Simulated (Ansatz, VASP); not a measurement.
**Ta2B2O: VASP beside Ansatz**

```xyz
5
Lattice="4.2926 0.0000 0.0000 0.0000 4.2926 0.0000 0.0000 0.0000 3.1914" Properties=species:S:1:pos:R:3 pbc="T T T"
Ta    0.0000    2.1463    1.5957
Ta    2.1463    0.0000    1.5957
B     2.1463    2.1463    2.3978
B     2.1463    2.1463    0.7936
O     0.0000    0.0000    0.0000
```

Alike in both runs: task relaxation of cell and atoms; functional PBE; k mesh 4 × 4 × 6; occupations gaussian, width 0.1 eV; no spin polarisation.

|  | VASP | Ansatz |
| --- | --- | --- |
| version | VASP 6.6.1 | Ansatz 0.2.0 |
| potentials or method | VASP PAW PBE potentials, release 64 (Ta_pv, B, O), cutoff 600 eV | scalar-relativistic, plane waves, PAW |
| valence electrons in the cell | 34 | 38 |

Ansatz gave:

| Property | Result |
| --- | --- |
| gap on the k mesh at the Fermi level, each at its own relaxed structure (eV) | none |
| relaxed volume (Å³/atom) | 11.73 |
| relaxed cell length with the largest relative difference (Å) | 4.355 |

What did VASP give for the same quantities?

gap on the k mesh at the Fermi level, each at its own relaxed structure (eV): none; relaxed volume (Å³/atom): 11.75; relaxed cell length with the largest relative difference (Å): 4.360.

A gap of «none» marks a metal or a gap that the smearing closes. VASP's potentials hold 34 valence electrons a cell and Ansatz's 38, so a difference there can come from the potentials and not from the codes.

The k mesh is coarse, so the values compare programs but aren't converged. Spin-orbit coupling is off throughout.
